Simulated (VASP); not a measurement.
# CuAu (P4/mmm) in VASP: notebook, part 2 of 3

VASP 6.6.1.

## (4) Electric field gradients, PBE

This run uses another cell than the first one, of 14.39 Å³/atom.

Contents of INCAR:

```
SYSTEM = CuAu
PREC = Accurate ; ENCUT = 520
EDIFF = 1E-8 ; ISMEAR = -1
SIGMA = 0.08 ; LREAL = .FALSE.
LASPH = .TRUE. ; NELM = 100
ALGO = Normal ; ISIF = 2
LWAVE = .FALSE. ; LCHARG = .FALSE.
GGA = PE ; LEFG = .TRUE.
NBANDS = 18
```

Contents of KPOINTS:

```
Automatic mesh
0
G
  12 12 9
  0 0 0
```

Contents of POSCAR:

```
CuAu
1.0
    2.8000000000      0.0000000000      0.0000000000
    0.0000000000      2.8000000000      0.0000000000
    0.0000000000      0.0000000000      3.6700000000
Cu Au
1 1
Direct
    0.5000000000      0.5000000000      0.5000000000
    0.0000000000      0.0000000000      0.0000000000
```

Potentials or basis: VASP PAW PBE potentials, release 64 (Cu, Au).

Launch:

```
> cat potpaw_PBE.64/Cu/POTCAR potpaw_PBE.64/Au/POTCAR > POTCAR
> mpirun -np 1 vasp_std > vasp.out
```

OUTCAR:

```text
SYSTEM = CuAu
   PREC = Accurate
   ENCUT = 520
   EDIFF = 1E-8
   ISMEAR = -1
   LREAL = .FALSE.
   LASPH = .TRUE.
   NELM = 100
   ISIF = 2
   GGA = PE

 ion  position               nearest neighbor table
   1  0.500  0.500  0.500-   2 2.70   2 2.70   2 2.70   2 2.70   2 2.70   2 2.70   2 2.70   2 2.70

   2  0.000  0.000  0.000-   1 2.70   1 2.70   1 2.70   1 2.70   1 2.70   1 2.70   1 2.70   1 2.70

  LATTYP: Found a simple tetragonal cell.
 ALAT       =     2.8000000000
 C/A-ratio  =     1.3107142857

  Lattice vectors:

 A1 = (   2.8000000000,   0.0000000000,   0.0000000000)
 A2 = (   0.0000000000,   2.8000000000,   0.0000000000)
 A3 = (   0.0000000000,   0.0000000000,   3.6700000000)

Analysis of symmetry for initial positions (statically):
=====================================================================
 Subroutine PRICEL returns:
 Original cell was already a primitive cell.

 Routine SETGRP: Setting up the symmetry group for a
 simple tetragonal supercell.

 Subroutine GETGRP returns: Found 16 space group operations
 (whereof 16 operations were pure point group operations)
 out of a pool of 16 trial point group operations.

The static configuration has the point symmetry D_4h.

Analysis of symmetry for dynamics (positions and initial velocities):
=====================================================================
 Subroutine PRICEL returns:
 Original cell was already a primitive cell.

 Routine SETGRP: Setting up the symmetry group for a
 simple tetragonal supercell.

 Subroutine GETGRP returns: Found 16 space group operations
 (whereof 16 operations were pure point group operations)
[... 160 lines left out ...]
      2       2.2110      2.00000
      3       2.3666      2.00000
      4       4.7974      2.00000
      5       4.7974      2.00000
      6       5.8796      2.00000
[... 481 lines left out ...]
      5       5.4101      2.00000
      6       6.5669      2.00000
[... 10 lines left out ...]
     17      21.7324      0.00000
     18      21.7374      0.00000

 [... further k-points ...]

------------------------ aborting loop because EDIFF is reached ----------------------------------------

  FORCE on cell =-STRESS in cart. coord.  units (eV):
  Direction    XX          YY          ZZ          XY          YZ          ZX
  --------------------------------------------------------------------------------------
  -------------------------------------------------------------------------------------
  Total        1.2955294      1.2955294      1.0345520      0.0000000     -0.0000000      0.0000000
  in kB       72.1399345     72.1399345     57.6077346      0.0000000     -0.0000000      0.0000000
  external PRESSURE =      67.2958678 kB  Pullay stress =       0.0000000 kB

 VOLUME and BASIS-vectors are now :
 -----------------------------------------------------------------------------
  energy-cutoff  :      520.00
  volume of cell :       28.77
      direct lattice vectors                 reciprocal lattice vectors
     2.800000000  0.000000000  0.000000000     0.357142857  0.000000000  0.000000000
     0.000000000  2.800000000  0.000000000     0.000000000  0.357142857  0.000000000
     0.000000000  0.000000000  3.670000000     0.000000000  0.000000000  0.272479564

 POSITION                                       TOTAL-FORCE (eV/Angst)
 -----------------------------------------------------------------------------------
      1.40000      1.40000      1.83500         0.000000      0.000000      0.000000
      0.00000      0.00000      0.00000         0.000000      0.000000      0.000000
 -----------------------------------------------------------------------------------
    total drift:                                0.000000      0.000000     -0.000000

  FREE ENERGIE OF THE ION-ELECTRON SYSTEM (eV)
  ---------------------------------------------------
  free  energy   TOTEN  =        -7.0415428390 eV

  energy  without entropy=       -7.0266474212  energy(sigma->0) =       -7.03409513

 Electric field gradients (V/A^2)
---------------------------------------------------------------------
 ion       V_xx      V_yy      V_zz      V_xy      V_xz      V_yz
---------------------------------------------------------------------
   1       5.590     5.590   -11.181     0.000     0.000    -0.000
   2     -44.066   -44.066    88.131    -0.000    -0.000     0.000
---------------------------------------------------------------------

 Electric field gradients after diagonalization (V/A^2)
 (convention: |V_zz| > |V_xx| > |V_yy|)
----------------------------------------------------------------------
 ion       V_xx      V_yy      V_zz     asymmetry (V_yy - V_xx)/ V_zz
----------------------------------------------------------------------
   1       5.590     5.590   -11.181       0.000
   2     -44.066   -44.066    88.131       0.000
----------------------------------------------------------------------

           NMR quadrupolar parameters

 Cq : quadrupolar parameter    Cq=e*Q*V_zz/h
 eta: asymmetry parameters     (V_yy - V_xx)/ V_zz
 Q  : nuclear electric quadrupole moment in mb (millibarn)
----------------------------------------------------------------------
 ion       Cq(MHz)       eta       Q (mb)
----------------------------------------------------------------------
   1      -0.027       0.000       1.000
   2       0.213       0.000       1.000
----------------------------------------------------------------------
```

OSZICAR:

```text
N       E                     dE             d eps       ncg     rms          rms(c)
DAV:   1     0.132991846079E+03    0.13299E+03   -0.10961E+04  5410   0.172E+03
DAV:   2    -0.242762279902E+01   -0.13542E+03   -0.12702E+03  5074   0.302E+02
DAV:   3    -0.795046554679E+01   -0.55228E+01   -0.54108E+01  5960   0.704E+01
DAV:   4    -0.802457980895E+01   -0.74114E-01   -0.74053E-01  6248   0.685E+00
DAV:   5    -0.802654892442E+01   -0.19691E-02   -0.19690E-02  6506   0.115E+00    0.119E+01
DAV:   6    -0.748572434982E+01    0.54082E+00   -0.66472E+00  5446   0.705E+01    0.551E+00
DAV:   7    -0.712242296877E+01    0.36330E+00   -0.26835E+00  6166   0.757E+01    0.609E+00
DAV:   8    -0.704870455195E+01    0.73718E-01   -0.23203E-01  6868   0.124E+01    0.285E+00
DAV:   9    -0.704209703953E+01    0.66075E-02   -0.12860E-02  7658   0.189E+00    0.175E-01
DAV:  10    -0.704157075056E+01    0.52629E-03   -0.35182E-03  6292   0.135E+00    0.762E-02
DAV:  11    -0.704154625656E+01    0.24494E-04   -0.15471E-04  7754   0.271E-01    0.240E-02
DAV:  12    -0.704154326699E+01    0.29896E-05   -0.13118E-05  7776   0.900E-02    0.672E-03
DAV:  13    -0.704154284073E+01    0.42626E-06   -0.10533E-06  7550   0.151E-02    0.195E-03
DAV:  14    -0.704154285208E+01   -0.11350E-07   -0.15882E-07  7134   0.119E-02    0.646E-04
DAV:  15    -0.704154282943E+01    0.22646E-07   -0.86951E-09  3016   0.157E-03    0.338E-04
DAV:  16    -0.704154283901E+01   -0.95783E-08   -0.61221E-09  2794   0.221E-03
   1 F= -.70415428E+01 E0= -.70340951E+01  d E =-.148954E-01
```

Run time: 86 s. Hardware: 1 thread of Intel Xeon 8259CL, shared host; peak memory 0.21 GiB.

What came out:

```yaml
Free_energy: -7.0415 eV
Pressure: 6.7 GPa
Band_gap_on_the_k_mesh: zero (bands 11 and 12 overlap by 7.18 eV)
Largest_electric_field_gradient_by_atom: Cu -11.2; Au +88.1 V/Å²
```

Electric field gradients, principal values (V/Å²):
| atom | least | middle | greatest (by size) |
| --- | --- | --- | --- |
| 1 Cu | 5.590 | 5.590 | -11.181 |
| 2 Au | -44.066 | -44.066 | 88.131 |

Caveat: the cell stands under pressure; without QUAD_EFG the Cq values of the log hold for a quadrupole moment of 1 mb, not for the nuclei; spin-orbit coupling is left out, which moves the levels of the heavy elements.

## (5) Electric field gradients, PBE

This run uses another cell than the first one, of 14.39 Å³/atom.

Contents of INCAR:

```
ALGO = Normal ; EDIFF = 1E-8
ENCUT = 520 ; GGA = PE
ISIF = 2 ; ISMEAR = -1
LASPH = T ; LCHARG = F
LEFG = T ; LREAL = F
LWAVE = F ; NBANDS = 18
NELM = 60 ; PREC = Accurate
SIGMA = 0.08
```

Contents of KPOINTS:

```
k-points
0
Gamma
  12 12 9
```

POSCAR is that of step 4.

Potentials or basis: VASP PAW PBE potentials, release 64 (Cu, Au).

Launch:

```
> cat potpaw_PBE.64/Cu/POTCAR potpaw_PBE.64/Au/POTCAR > POTCAR
> mpirun -np 1 vasp_std > vasp.out
```

OUTCAR:

```text
EDIFF = 1E-8
   ENCUT = 520
   GGA = PE
   ISIF = 2
   ISMEAR = -1
   LASPH = T
   LREAL = F
   NELM = 60
   PREC = Accurate

 ion  position               nearest neighbor table
   1  0.500  0.500  0.500-   2 2.70   2 2.70   2 2.70   2 2.70   2 2.70   2 2.70   2 2.70   2 2.70

   2  0.000  0.000  0.000-   1 2.70   1 2.70   1 2.70   1 2.70   1 2.70   1 2.70   1 2.70   1 2.70

  LATTYP: Found a simple tetragonal cell.
 ALAT       =     2.8000000000
 C/A-ratio  =     1.3107142857

  Lattice vectors:

 A1 = (   2.8000000000,   0.0000000000,   0.0000000000)
 A2 = (   0.0000000000,   2.8000000000,   0.0000000000)
 A3 = (   0.0000000000,   0.0000000000,   3.6700000000)

Analysis of symmetry for initial positions (statically):
=====================================================================
 Subroutine PRICEL returns:
 Original cell was already a primitive cell.

 Routine SETGRP: Setting up the symmetry group for a
 simple tetragonal supercell.

 Subroutine GETGRP returns: Found 16 space group operations
 (whereof 16 operations were pure point group operations)
 out of a pool of 16 trial point group operations.

The static configuration has the point symmetry D_4h.

Analysis of symmetry for dynamics (positions and initial velocities):
=====================================================================
 Subroutine PRICEL returns:
 Original cell was already a primitive cell.

 Routine SETGRP: Setting up the symmetry group for a
 simple tetragonal supercell.

 Subroutine GETGRP returns: Found 16 space group operations
 (whereof 16 operations were pure point group operations)
 out of a pool of 16 trial point group operations.

The dynamic configuration has the point symmetry D_4h.

 Subroutine INISYM returns: Found 16 space group operations
 (whereof 16 operations are pure point group operations),
 and found     1 'primitive' translations

----------------------------------------------------------------------------------------

                                     Primitive cell

  volume of cell :      28.7728

  direct lattice vectors                    reciprocal lattice vectors
     2.800000000  0.000000000  0.000000000     0.357142857  0.000000000  0.000000000
     0.000000000  2.800000000  0.000000000     0.000000000  0.357142857  0.000000000
     0.000000000  0.000000000  3.670000000     0.000000000  0.000000000  0.272479564

  length of vectors
     2.800000000  2.800000000  3.670000000     0.357142857  0.357142857  0.272479564

  position of ions in fractional coordinates (direct lattice)
     0.500000000  0.500000000  0.500000000
     0.000000000  0.000000000  0.000000000

  ion indices of the primitive-cell ions
   primitive index   ion index
                 1           1
                 2           2

----------------------------------------------------------------------------------------

 KPOINTS: k-points

[... 73 lines left out ...]
   ISIF   =      2    stress and relaxation
   ISYM   =      2    0-nonsym 1-usesym 2-fastsym
   POTIM  = 0.5000    time-step for ionic-motion
   TEBEG  =    0.0;   TEEND  =   0.0 temperature during run
   PSTRESS=    0.0 pullay stress
   NELECT =      22.0000    total number of electrons
   NUPDOWN=      -1.0000    fix difference up-down
   EMIN   =  10.00;   EMAX   =-10.00  energy-range for DOS
   EFERMI =   0.00;   METHOD = LEGACY
   ISMEAR =    -1;   SIGMA  =   0.08  broadening in eV -4-tet -1-fermi 0-gaus
   EFERMI_NEDOS =   21; number of points for ismear=-14 and -15
   IALGO  =     38    algorithm
   IMIX   =      4    mixing-type and parameters
     AMIX     =   0.40;   BMIX     =  1.00
     AMIX_MAG =   1.60;   BMIX_MAG =  1.00
  volume/ion in A,a.u.               =      14.39        97.08
  Fermi-wavevector in a.u.,A,eV,Ry     =   1.497000  2.828919 30.490762  2.241008
  Thomas-Fermi vector in A             =   2.608944
   LORBIT       =      0    0 simple, 1 ext, 2 COOP (PROOUT), +10 PAW based schemes
   GGA     = PE    functional components
   LHFCALC =     F    Hartree Fock is set to
   AEXX    =    0.0000 exact exchange contribution
   IVDW    =     0    specifies the selected vdW correction
   LEPSILON=     F    determine dielectric tensor
   LRPA    =     F    only Hartree local field effects (RPA)
 non-spin polarized calculation
  energy-cutoff  :      520.00
  volume of cell :       28.77
 maximum number of plane-waves:       797
 NGX is ok and might be reduce to    24
   NGX = 11   NGY = 11   NGZ = 13

 number of electron      22.0000009 magnetization

 Free energy of the ion-electron system (eV)
  ---------------------------------------------------
  ext. energy  EPLUGINS =         0.00000000
  ---------------------------------------------------
  free energy    TOTEN  =        -7.04154284 eV

  energy without entropy =       -7.02664742  energy(sigma->0) =       -7.03409513

 E-fermi :   8.8732     XC(G=0): -12.7337

 val. band max:        8.8698780094   @ k =   0.0833   0.0000   0.2222
 cond. band min:       8.8756408121   @ k =   0.4167   0.0833   0.4444
 fundamental gap:      0.0057628026
 Fermi energy:         8.8731626276

 k-point     1 :       0.0000    0.0000    0.0000
  band No.  band energies     occupation
      1      -0.9728      2.00000
      2       2.2110      2.00000
      3       2.3666      2.00000
      4       4.7974      2.00000
      5       4.7974      2.00000
      6       5.8796      2.00000
[... 481 lines left out ...]
      5       5.4101      2.00000
      6       6.5669      2.00000
[... 10 lines left out ...]
     17      21.7324      0.00000
     18      21.7374      0.00000

 [... further k-points ...]

------------------------ aborting loop because EDIFF is reached ----------------------------------------

  FORCE on cell =-STRESS in cart. coord.  units (eV):
  Direction    XX          YY          ZZ          XY          YZ          ZX
  --------------------------------------------------------------------------------------
  -------------------------------------------------------------------------------------
  Total        1.2955294      1.2955294      1.0345520      0.0000000     -0.0000000      0.0000000
  in kB       72.1399345     72.1399345     57.6077346      0.0000000     -0.0000000      0.0000000
  external PRESSURE =      67.2958678 kB  Pullay stress =       0.0000000 kB

 VOLUME and BASIS-vectors are now :
 -----------------------------------------------------------------------------
  energy-cutoff  :      520.00
  volume of cell :       28.77
      direct lattice vectors                 reciprocal lattice vectors
     2.800000000  0.000000000  0.000000000     0.357142857  0.000000000  0.000000000
     0.000000000  2.800000000  0.000000000     0.000000000  0.357142857  0.000000000
     0.000000000  0.000000000  3.670000000     0.000000000  0.000000000  0.272479564

 POSITION                                       TOTAL-FORCE (eV/Angst)
 -----------------------------------------------------------------------------------
      1.40000      1.40000      1.83500         0.000000      0.000000      0.000000
      0.00000      0.00000      0.00000         0.000000      0.000000      0.000000
 -----------------------------------------------------------------------------------
    total drift:                                0.000000      0.000000     -0.000000

  FREE ENERGIE OF THE ION-ELECTRON SYSTEM (eV)
  ---------------------------------------------------
  free  energy   TOTEN  =        -7.0415428390 eV

  energy  without entropy=       -7.0266474212  energy(sigma->0) =       -7.03409513

 Electric field gradients (V/A^2)
---------------------------------------------------------------------
 ion       V_xx      V_yy      V_zz      V_xy      V_xz      V_yz
---------------------------------------------------------------------
   1       5.590     5.590   -11.181     0.000     0.000    -0.000
   2     -44.066   -44.066    88.131    -0.000    -0.000     0.000
---------------------------------------------------------------------

 Electric field gradients after diagonalization (V/A^2)
 (convention: |V_zz| > |V_xx| > |V_yy|)
----------------------------------------------------------------------
 ion       V_xx      V_yy      V_zz     asymmetry (V_yy - V_xx)/ V_zz
----------------------------------------------------------------------
   1       5.590     5.590   -11.181       0.000
   2     -44.066   -44.066    88.131       0.000
----------------------------------------------------------------------

           NMR quadrupolar parameters

 Cq : quadrupolar parameter    Cq=e*Q*V_zz/h
 eta: asymmetry parameters     (V_yy - V_xx)/ V_zz
 Q  : nuclear electric quadrupole moment in mb (millibarn)
----------------------------------------------------------------------
 ion       Cq(MHz)       eta       Q (mb)
----------------------------------------------------------------------
   1      -0.027       0.000       1.000
   2       0.213       0.000       1.000
----------------------------------------------------------------------
```

stdout:

```text
POSCAR found type information on POSCAR CuAu
 POSCAR found :  2 types and       2 ions
 scaLAPACK will be used
 LDA part: xc-table for (Slater+PW92), standard interpolation
 POSCAR, INCAR and KPOINTS ok, starting setup
 FFT: planning ... GRIDC
 FFT: planning ... GRID_SOFT
 FFT: planning ... GRID
 WAVECAR not read
 entering main loop
ion   1

ion   2
```

Run time: 73 s. Hardware: 1 thread of Intel Xeon 8259CL, shared host; peak memory 0.21 GiB.

What came out:

| Quantity | Value |
| --- | --- |
| Free energy | -7.0415 eV |
| Pressure | 6.7 GPa |
| Band gap on the k mesh | zero (bands 11 and 12 overlap by 7.18 eV) |
| Largest electric field gradient by atom | Cu -11.2; Au +88.1 V/Å² |

Stress tensor (GPa, compression positive):
```
7.21 0.00 0.00
0.00 7.21 0.00
0.00 0.00 5.76
```

Levels at points of the mesh, in eV from the Fermi level:
```
           k point  band 8  band 9  band 10  band 11  band 12  band 13  band 14  band 15
(0.00, 0.00, 0.00)   -2.13   -1.67    -1.45    -1.45     2.13     8.18    10.11    10.11
(0.50, 0.00, 0.00)   -2.97   -2.40    -2.19    -0.84    -0.09     9.50     9.60    11.48
(0.50, 0.50, 0.00)   -1.62   -1.35    -1.35     0.67     0.67     5.26     6.99    10.16
```

Electric field gradients, principal values (V/Å²):
```
atom    least   middle  greatest (by size)
1 Cu    5.590    5.590             -11.181
2 Au  -44.066  -44.066              88.131
```

Caveat: the cell stands under pressure; without QUAD_EFG the Cq values of the log hold for a quadrupole moment of 1 mb, not for the nuclei; spin-orbit coupling is left out, which moves the levels of the heavy elements.

(Part 2 of 3 ends here.)
